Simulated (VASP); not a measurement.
# Rb (Im-3m) in VASP: settings compared

Rb is run at these levels: r2SCAN, r2SCAN0; tasks: single point.

All numbers are computed with VASP 6.6.1; they aren't measurements. Logs are shortened: lines on timing, memory, paths and dates and some standing lists are left out, and cuts for length are marked.

**1. The cell of the first run**

It takes space group Im-3m (No. 229, cubic). The conventional cell has a = 5.735 Å, b = 5.735 Å, c = 5.735 Å, α = 90.00°, β = 90.00°, γ = 90.00°.

**2. Single point, r2SCAN**

File POSCAR:

```
Rb
1.0
   -2.8677202310      2.8677202310      2.8677202310
    2.8677202310     -2.8677202310      2.8677202310
    2.8677202310      2.8677202310     -2.8677202310
Rb
1
Direct
    0.0000000000      0.0000000000      0.0000000000
```

File INCAR.step1:

```
SYSTEM = Rb
ALGO     = Normal         ! electronic algorithm
EDIFF    = 1E-4           ! SCF threshold, eV
ENCUT    = 520            ! plane-wave cutoff, eV
GGA      = PE             ! functional
ISMEAR   = -1             ! smearing method
LASPH    = .TRUE.         ! aspherical terms in the spheres
LCHARG   = .FALSE.        ! write CHGCAR
LREAL    = .FALSE.        ! projectors in reciprocal space
LWAVE    = .TRUE.         ! write WAVECAR
NBANDS   = 10             ! bands
NELM     = 80             ! most SCF steps
PREC     = Accurate       ! precision mode
SIGMA    = 0.1            ! smearing width, eV
```

File INCAR.step2:

```
SYSTEM = Rb
ALGO     = Normal         ! electronic algorithm
EDIFF    = 1E-6           ! SCF threshold, eV
ENCUT    = 520            ! plane-wave cutoff, eV
ISIF     = 2              ! what is computed and relaxed
ISMEAR   = -1             ! smearing method
ISTART   = 1            
LASPH    = .TRUE.         ! aspherical terms in the spheres
LCHARG   = .FALSE.        ! write CHGCAR
LMIXTAU  = .TRUE.       
LREAL    = .FALSE.        ! projectors in reciprocal space
LWAVE    = .FALSE.        ! write WAVECAR
METAGGA  = R2SCAN         ! meta-GGA
NBANDS   = 10             ! bands
NELM     = 80             ! most SCF steps
PREC     = Accurate       ! precision mode
SIGMA    = 0.1            ! smearing width, eV
```

File KPOINTS:

```
k-points
0
G
  13 13 13
  0 0 0
```

Potentials or basis: VASP PAW PBE potentials, release 64 (Rb_sv).

Command:

```sh
$ cat potpaw_PBE.64/Rb_sv/POTCAR > POTCAR
$ cp INCAR.step1 INCAR
$ mpirun -np 1 vasp_std > vasp.out
$ cp INCAR.step2 INCAR
$ mpirun -np 1 vasp_std > vasp.out
```

OUTCAR:

```text
SYSTEM = Rb
   EDIFF = 1E-6
   ENCUT = 520
   ISIF = 2
   ISMEAR = -1
   ISTART = 1
   LASPH = .TRUE.
   LREAL = .FALSE.
   METAGGA = R2SCAN
   NELM = 80
   PREC = Accurate

 ion  position               nearest neighbor table
   1  0.000  0.000  0.000-

  LATTYP: Found a body centered cubic cell.
 ALAT       =     5.7354404620

  Lattice vectors:

 A1 = (  -2.8677202310,   2.8677202310,   2.8677202310)
 A2 = (   2.8677202310,  -2.8677202310,   2.8677202310)
 A3 = (   2.8677202310,   2.8677202310,  -2.8677202310)

Analysis of symmetry for initial positions (statically):
=====================================================================
 Subroutine PRICEL returns:
 Original cell was already a primitive cell.

 Routine SETGRP: Setting up the symmetry group for a
 body centered cubic supercell.

 Subroutine GETGRP returns: Found 48 space group operations
 (whereof 48 operations were pure point group operations)
 out of a pool of 48 trial point group operations.

The static configuration has the point symmetry O_h .

Analysis of symmetry for dynamics (positions and initial velocities):
=====================================================================
 Subroutine PRICEL returns:
 Original cell was already a primitive cell.

 Routine SETGRP: Setting up the symmetry group for a
 body centered cubic supercell.

 Subroutine GETGRP returns: Found 48 space group operations
 (whereof 48 operations were pure point group operations)
 out of a pool of 48 trial point group operations.

The dynamic configuration has the point symmetry O_h .

 Subroutine INISYM returns: Found 48 space group operations
 (whereof 48 operations are pure point group operations),
 and found     1 'primitive' translations

----------------------------------------------------------------------------------------

                                     Primitive cell

  volume of cell :      94.3345

  direct lattice vectors                    reciprocal lattice vectors
    -2.867720231  2.867720231  2.867720231     0.000000000  0.174354525  0.174354525
     2.867720231 -2.867720231  2.867720231     0.174354525  0.000000000  0.174354525
     2.867720231  2.867720231 -2.867720231     0.174354525  0.174354525  0.000000000

  length of vectors
     4.967037142  4.967037142  4.967037142     0.246574535  0.246574535  0.246574535

  position of ions in fractional coordinates (direct lattice)
     0.000000000  0.000000000  0.000000000

  ion indices of the primitive-cell ions
   primitive index   ion index
                 1           1

----------------------------------------------------------------------------------------

 KPOINTS: k-points

Automatic generation of k-mesh.
 Grid dimensions read from file:
 generate k-points for:   13   13   13

 Generating k-lattice:

  Cartesian coordinates                     Fractional coordinates (reciprocal lattice)
     0.000000000  0.013411887  0.013411887     0.076923077  0.000000000  0.000000000
     0.013411887  0.000000000  0.013411887     0.000000000  0.076923077  0.000000000
     0.013411887  0.013411887  0.000000000     0.000000000  0.000000000  0.076923077

  Length of vectors
     0.018967272  0.018967272  0.018967272

  Shift w.r.t. Gamma in fractional coordinates (k-lattice)
     0.000000000  0.000000000  0.000000000

 Subroutine IBZKPT returns following result:
 ===========================================

 Found     84 irreducible k-points:

 Following reciprocal coordinates:
            Coordinates               Weight
  0.000000  0.000000  0.000000      1.000000
  0.076923  0.000000  0.000000     12.000000
  0.153846  0.000000  0.000000     12.000000
  0.230769  0.000000  0.000000     12.000000
  0.307692  0.000000  0.000000     12.000000
  0.384615  0.000000  0.000000     12.000000
[... 16 lines left out ...]
  0.153846  0.076923  0.076923     24.000000
  0.230769  0.076923  0.076923     24.000000
 [... further k-points ...]
   k-points           NKPTS =     84   k-points in BZ     NKDIM =     84   number of bands    NBANDS=     10
   number of dos      NEDOS =    301   number of ions     NIONS =      1
   total plane-waves  NPLWV =  64000
   dimension x,y,z NGX =    40 NGY =   40 NGZ =   40
   dimension x,y,z NGXF=    80 NGYF=   80 NGZF=   80
   ions per type =               1
   NGX,Y,Z   is equivalent  to a cutoff of  13.39, 13.39, 13.39 a.u.
   NGXF,Y,Z  is equivalent  to a cutoff of  26.78, 26.78, 26.78 a.u.
 SYSTEM =  Rb
   PREC   = accura    normal or accurate (medium, high low for compatibility)
   ISTART =      1    job   : 0-new  1-cont  2-samecut
   ICHARG =      0    charge: 1-file 2-atom 10-const
   ISPIN  =      1    spin polarized calculation?
   LNONCOLLINEAR =      F non collinear calculations
   LSORBIT =      F    spin-orbit coupling
   LASPH  =      T    aspherical Exc in radial PAW
   ENCUT  =  520.0 eV  38.22 Ry    6.18 a.u.   9.24  9.24  9.24*2*pi/ulx,y,z
   NELM   =     80;   NELMIN=  2; NELMDL=  0     # of ELM steps
   EDIFF  = 0.1E-05   stopping-criterion for ELM
   LREAL  =      F    real-space projection
   EDIFFG = 0.1E-04   stopping-criterion for IOM
   NSW    =      0    number of steps for IOM
   IBRION =     -1    ionic relax: 0-MD 1-quasi-New 2-CG
   NFREE  =      0    steps in history (QN), initial steepest desc. (CG)
   ISIF   =      2    stress and relaxation
   ISYM   =      2    0-nonsym 1-usesym 2-fastsym
   POTIM  = 0.5000    time-step for ionic-motion
   TEBEG  =    0.0;   TEEND  =   0.0 temperature during run
   PSTRESS=    0.0 pullay stress
   NELECT =       9.0000    total number of electrons
   NUPDOWN=      -1.0000    fix difference up-down
   EMIN   =  10.00;   EMAX   =-10.00  energy-range for DOS
   EFERMI =   0.00;   METHOD = LEGACY
   ISMEAR =    -1;   SIGMA  =   0.10  broadening in eV -4-tet -1-fermi 0-gaus
   EFERMI_NEDOS =   21; number of points for ismear=-14 and -15
   IALGO  =     38    algorithm
   IMIX   =      4    mixing-type and parameters
     AMIX     =   0.40;   BMIX     =  1.00
     AMIX_MAG =   1.60;   BMIX_MAG =  1.00
  volume/ion in A,a.u.               =      94.33       636.60
  Fermi-wavevector in a.u.,A,eV,Ry     =   0.748053  1.413615  7.613588  0.559583
  Thomas-Fermi vector in A             =   1.844251
   LORBIT       =      0    0 simple, 1 ext, 2 COOP (PROOUT), +10 PAW based schemes
   METAGGA = R2SCAN    functional components
   LHFCALC =     F    Hartree Fock is set to
   AEXX    =    0.0000 exact exchange contribution
   IVDW    =     0    specifies the selected vdW correction
   LEPSILON=     F    determine dielectric tensor
   LRPA    =     F    only Hartree local field effects (RPA)
 non-spin polarized calculation
  energy-cutoff  :      520.00
  volume of cell :       94.33
 maximum number of plane-waves:      2554
 NGX is ok and might be reduce to    40
   NGX = 19   NGY = 19   NGZ = 19

 number of electron       9.0000000 magnetization

 Free energy of the ion-electron system (eV)
  ---------------------------------------------------
  ext. energy  EPLUGINS =         0.00000000
  ---------------------------------------------------
  free energy    TOTEN  =       -13.93294710 eV

  energy without entropy =      -13.90487380  energy(sigma->0) =      -13.91891045

 E-fermi :  -0.0012     XC(G=0):  -5.6338

 val. band max:       -0.0323002670   @ k =  -0.3077   0.3077   0.3077
 cond. band min:       0.0241042882   @ k =  -0.3077   0.3846   0.2308
 fundamental gap:      0.0564045552
 Fermi energy:        -0.0012153749

 k-point     1 :       0.0000    0.0000    0.0000
  band No.  band energies     occupation
      1     -30.1073      2.00000
      2     -13.5998      2.00000
      3     -13.5998      2.00000
      4     -13.5998      2.00000
      5      -2.0545      2.00000
      6       4.0705      0.00000
      7       4.0705      0.00000
      8       4.0705      0.00000
      9       5.0255      0.00000
     10       5.0255      0.00000

 k-point     2 :       0.0769    0.0000    0.0000
  band No.  band energies     occupation
      1     -30.1071      2.00000
      2     -13.6049      2.00000
      3     -13.6014      2.00000
      4     -13.5998      2.00000
      5      -1.9825      2.00000
      6       3.9417      0.00000
      7       3.9544      0.00000
      8       4.1352      0.00000
      9       4.8393      0.00000
     10       4.9850      0.00000

 k-point     3 :       0.1538    0.0000    0.0000
  band No.  band energies     occupation
      1     -30.1065      2.00000
      2     -13.6189      2.00000
      3     -13.6059      2.00000
      4     -13.5998      2.00000
      5      -1.7701      2.00000
      6       3.4691      0.00000
      7       3.6876      0.00000
      8       4.3277      0.00000
      9       4.7405      0.00000
     10       4.9109      0.00000

 k-point     4 :       0.2308    0.0000    0.0000
  band No.  band energies     occupation
      1     -30.1057      2.00000
      2     -13.6384      2.00000
      3     -13.6123      2.00000
      4     -13.5998      2.00000
      5      -1.4277      2.00000
      6       2.8218      0.00000
      7       3.3928      0.00000
      8       4.6430      0.00000
      9       4.8202      0.00000
     10       4.8778      0.00000

 k-point     5 :       0.3077    0.0000    0.0000
  band No.  band energies     occupation
      1     -30.1048      2.00000
      2     -13.6590      2.00000
      3     -13.6190      2.00000
      4     -13.5999      2.00000
      5      -0.9725      1.99988
      6       2.1586      0.00000
      7       3.1398      0.00000
      8       4.8946      0.00000
      9       4.9293      0.00000
     10       5.0724      0.00000

 k-point     6 :       0.3846    0.0000    0.0000
  band No.  band energies     occupation
      1     -30.1040      2.00000
      2     -13.6758      2.00000
      3     -13.6245      2.00000
      4     -13.5999      2.00000
      5      -0.4295      1.97278
      6       1.5071      0.00000
      7       2.9600      0.00000
      8       4.8380      0.00000
      9       5.0830      0.00000
     10       5.6017      0.00000
[... 183 lines left out ...]
 k-point    21 :       0.3077    0.3077    0.0000
  band No.  band energies     occupation
      1     -30.1031      2.00000
      2     -13.6654      2.00000
      3     -13.6520      2.00000
      4     -13.6103      2.00000
      5       0.8009      0.00066
      6       1.2330      0.00001
      7       1.6220      0.00000
      8       4.4261      0.00000
      9       5.0902      0.00000
     10       5.3737      0.00000

 k-point    22 :       0.0769    0.0769    0.0769
  band No.  band energies     occupation
      1     -30.1062      2.00000
      2     -13.6287      2.00000
      3     -13.6034      2.00000
      4     -13.6034      2.00000
      5      -1.6312      2.00000
      6       3.3241      0.00000
      7       3.3241      0.00000
      8       4.4541      0.00000
      9       4.9147      0.00000
     10       4.9147      0.00000

 k-point    23 :       0.1538    0.0769    0.0769
  band No.  band energies     occupation
      1     -30.1054      2.00000
      2     -13.6452      2.00000
      3     -13.6100      2.00000
      4     -13.6038      2.00000
      5      -1.2934      2.00000
      6       2.7700      0.00000
      7       3.0203      0.00000
      8       4.6868      0.00000
      9       4.9617      0.00000
     10       5.0812      0.00000

 k-point    24 :       0.2308    0.0769    0.0769
  band No.  band energies     occupation
      1     -30.1046      2.00000
      2     -13.6611      2.00000
      3     -13.6184      2.00000
      4     -13.6041      2.00000
      5      -0.8432      1.99956
      6       2.1724      0.00000
      7       2.7832      0.00000
      8       4.8356      0.00000
      9       5.1171      0.00000
     10       5.2068      0.00000

 [... further k-points ...]

------------------------ aborting loop because EDIFF is reached ----------------------------------------

  FORCE on cell =-STRESS in cart. coord.  units (eV):
  Direction    XX          YY          ZZ          XY          YZ          ZX
  --------------------------------------------------------------------------------------
  -------------------------------------------------------------------------------------
  Total        0.0135309      0.0135309      0.0135309      0.0000000     -0.0000000      0.0000000
  in kB        0.2298085      0.2298085      0.2298085      0.0000000     -0.0000000      0.0000000
  external PRESSURE =       0.2298085 kB  Pullay stress =       0.0000000 kB

 VOLUME and BASIS-vectors are now :
 -----------------------------------------------------------------------------
  energy-cutoff  :      520.00
  volume of cell :       94.33
      direct lattice vectors                 reciprocal lattice vectors
    -2.867720231  2.867720231  2.867720231     0.000000000  0.174354525  0.174354525
     2.867720231 -2.867720231  2.867720231     0.174354525  0.000000000  0.174354525
     2.867720231  2.867720231 -2.867720231     0.174354525  0.174354525  0.000000000

 POSITION                                       TOTAL-FORCE (eV/Angst)
 -----------------------------------------------------------------------------------
      0.00000      0.00000      0.00000         0.000000     -0.000000     -0.000000
 -----------------------------------------------------------------------------------
    total drift:                                0.000000      0.000000     -0.000000

  FREE ENERGIE OF THE ION-ELECTRON SYSTEM (eV)
  ---------------------------------------------------
  free  energy   TOTEN  =       -13.9329470962 eV

  energy  without entropy=      -13.9048737977  energy(sigma->0) =      -13.91891045
```

Wall time 8.6 min (1 thread of Intel Xeon 8259CL, shared host); peak memory 0.29 GiB.

What came out:

| Quantity | Value |
| --- | --- |
| Free energy | -13.9329 eV |
| Pressure | 0.0 GPa |
| Band gap on the k mesh | zero (an odd number of electrons rules out a gap without spin polarisation) |

Caveat: the PAW data sets were made with another functional, which shifts forces and pressure a little.

**3. Single point, r2SCAN0**

File POSCAR:

```
Rb
1.0
   -2.8677202546      2.8677202546      2.8677202546
    2.8677202546     -2.8677202546      2.8677202546
    2.8677202546      2.8677202546     -2.8677202546
Rb
1
Direct
    0.0000000000      0.0000000000      0.0000000000
```

File INCAR.step1:

```
SYSTEM = Rb
ALGO     = Normal         ! electronic algorithm
EDIFF    = 1E-5           ! SCF threshold, eV
ENCUT    = 520            ! plane-wave cutoff, eV
GGA      = PE             ! functional
ISIF     = 2              ! what is computed and relaxed
ISMEAR   = -1             ! smearing method
LASPH    = .TRUE.         ! aspherical terms in the spheres
LCHARG   = .FALSE.        ! write CHGCAR
LREAL    = .FALSE.        ! projectors in reciprocal space
LWAVE    = .TRUE.         ! write WAVECAR
NBANDS   = 10             ! bands
NELM     = 100            ! most SCF steps
PREC     = Accurate       ! precision mode
SIGMA    = 0.1            ! smearing width, eV
```

INCAR.step2, as its differences from that of step 2:

```diff
@@ -1,2 +1,3 @@
 SYSTEM = Rb
+AEXX     = 0.25           ! exact-exchange fraction
 ALGO     = Normal         ! electronic algorithm
@@ -9,2 +10,3 @@
 LCHARG   = .FALSE.        ! write CHGCAR
+LHFCALC  = .TRUE.         ! exact exchange
 LMIXTAU  = .TRUE.       
@@ -14,4 +16,5 @@
 NBANDS   = 10             ! bands
-NELM     = 80             ! most SCF steps
+NELM     = 100            ! most SCF steps
 PREC     = Accurate       ! precision mode
+PRECFOCK = Normal       
 SIGMA    = 0.1            ! smearing width, eV
```

File KPOINTS:

```
k-points
0
G
  4 4 4
  0 0 0
```

Potentials or basis: VASP PAW PBE potentials, release 64 (Rb_sv).

Command:

```sh
$ cat potpaw_PBE.64/Rb_sv/POTCAR > POTCAR
$ cp INCAR.step1 INCAR
$ mpirun -np 1 vasp_std > vasp.out
$ cp INCAR.step2 INCAR
$ mpirun -np 1 vasp_std > vasp.out
```

Wall time 3.6 min (1 thread of AMD EPYC 7R13 (Zen 3), shared host); peak memory 0.23 GiB.

It converged, with:

* Free energy: -10.9500 eV
* Pressure: 0.1 GPa
* Band gap on the k mesh: zero (an odd number of electrons rules out a gap without spin polarisation)

Levels at points of the mesh, in eV from the Fermi level:
```csv
k point,band 1,band 2,band 3,band 4,band 5,band 6,band 7,band 8
"(0.00, 0.00, 0.00)",-32.62,-15.10,-15.10,-15.10,-2.72,4.75,4.75,4.75
"(0.50, 0.00, 0.00)",-32.62,-15.19,-15.13,-15.10,0.73,1.05,3.49,5.36
"(0.50, 0.50, 0.50)",-32.61,-15.17,-15.17,-15.17,1.92,1.92,3.92,3.92
```

Caveat: the k points lie up to 0.39 Å⁻¹ apart, too coarse for converged energies and pressures of a metal; the PAW data sets were made with another functional, which shifts forces and pressure a little.
